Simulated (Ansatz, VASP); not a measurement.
**One calculation of TiO2, two programs**

```
Ti O
1.0
    -1.88890    1.88890    4.79174
     1.88890   -1.88890    4.79174
     1.88890    1.88890   -4.79174
Ti O
2 4
Direct
  0.00000 0.00000 0.00000
  0.75000 0.25000 0.50000
  0.95729 0.45729 0.50000
  0.20729 0.20729 0.00000
  0.54271 0.04271 0.50000
  0.79271 0.79271 0.00000
```

Alike in both runs: task single point; functional PBE; k mesh 10 × 10 × 10; occupations fermi-dirac, width 0.02 eV; no spin polarisation.

|  | VASP | Ansatz |
| --- | --- | --- |
| version | VASP 6.6.1 | Ansatz 0.2.0 |
| potentials or method | VASP PAW PBE potentials, release 64 (Ti_sv, O) | plane waves, PAW |
| plane-wave cutoff (eV) | 520 | 420 |
| valence electrons in the cell | 48 | 48 |

|  | VASP | Ansatz | Ansatz less VASP |
| --- | --- | --- | --- |
| gap on the k mesh at the Fermi level (eV) | 2.14 | 2.16 | +0.024 |
| pressure (GPa) | 5.4 | 4.7 | -0.72 |
| traceless stress, the component that is largest in VASP (GPa) | 0.33 | 0.28 | -0.043 |
| rms of the force components (eV/Å) | 0.050 | 0.041 | -0.0096 |

Atom by atom the forces differ by 0.010 eV/Å (rms over components). With one functional, cell and mesh, what is left measures potentials, basis and numerics.
